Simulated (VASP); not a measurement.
Set up this calculation in VASP 6.6.1, as the native input.

* Task: single point
* Functional: r2SCAN
* Potentials or basis: VASP PAW PBE potentials, release 64 (Sn_d, Se)
* Cutoff: 520 eV
* k mesh: 10 × 10 × 10
* Occupations: gaussian, width 0.05 eV
* Spin: no spin polarisation
* Dipole correction: no
* Further INCAR settings: ALGO = Normal; EDIFF = 1e-07; NBANDS = 17

SnSe:

```
Sn Se
1.0
     0.00000    3.01000    3.01000
     3.01000    0.00000    3.01000
     3.01000    3.01000    0.00000
Sn Se
1 1
Direct
  0.98339 0.98339 0.96963
  0.50000 0.50000 0.50000
```

This cell differs from its parent crystal: atom 1 (Sn) moved by (-0.200, -0.100) A along [1 1 0] and z.

The input as run:

POSCAR

```
SnSe
1.0
    0.0000000000      3.0100000000      3.0100000000
    3.0100000000      0.0000000000      3.0100000000
    3.0100000000      3.0100000000      0.0000000000
Sn Se
1 1
Direct
   -0.0166112957     -0.0166112957     -0.0303725436
    0.5000000000      0.5000000000      0.5000000000
```

INCAR.step1

```
SYSTEM = SnSe
PREC = Accurate
ENCUT = 520
ISMEAR = 0
SIGMA = 0.05
LREAL = .False.
LASPH = .True.
NELM = 100
NBANDS = 17
GGA = PE
ALGO = Normal
EDIFF = 1E-4
LWAVE = .True.
LCHARG = .False.
```

INCAR.step2

```
SYSTEM = SnSe
PREC = Accurate
ENCUT = 520
EDIFF = 1E-7
ISMEAR = 0
SIGMA = 0.05
LREAL = .False.
LASPH = .True.
NELM = 100
ALGO = Normal
ISIF = 2
LWAVE = .False.
LCHARG = .False.
METAGGA = R2SCAN
LMIXTAU = .True.
NBANDS = 17
ISTART = 1
```

KPOINTS

```
Automatic mesh
0
Gamma
  10 10 10
  0 0 0
```

Potentials or basis: VASP PAW PBE potentials, release 64 (Sn_d, Se).

Launch:

```console
$ cat potpaw_PBE.64/Sn_d/POTCAR potpaw_PBE.64/Se/POTCAR > POTCAR
$ cp INCAR.step1 INCAR
$ mpirun -np 1 vasp_std > vasp.out
$ cp INCAR.step2 INCAR
$ mpirun -np 1 vasp_std > vasp.out
```

It gave:

| Property | Result |
| --- | --- |
| Pressure | 0.7 GPa |
| Largest force | 0.056 eV/Å |
| Band gap on the k mesh | 0.41 eV, direct |

Caveat: the cell differs from its parent crystal (atom 1 (Sn) moved by (-0.200, -0.100) A along [1 1 0] and z); the PAW data sets were made with another functional, which shifts forces and pressure a little; spin-orbit coupling is left out, which moves the levels of the heavy elements.

It took 12 min on 1 thread of AMD EPYC 7R13 Processor (Zen 3), with other jobs on the host, peak memory 0.36 GiB.
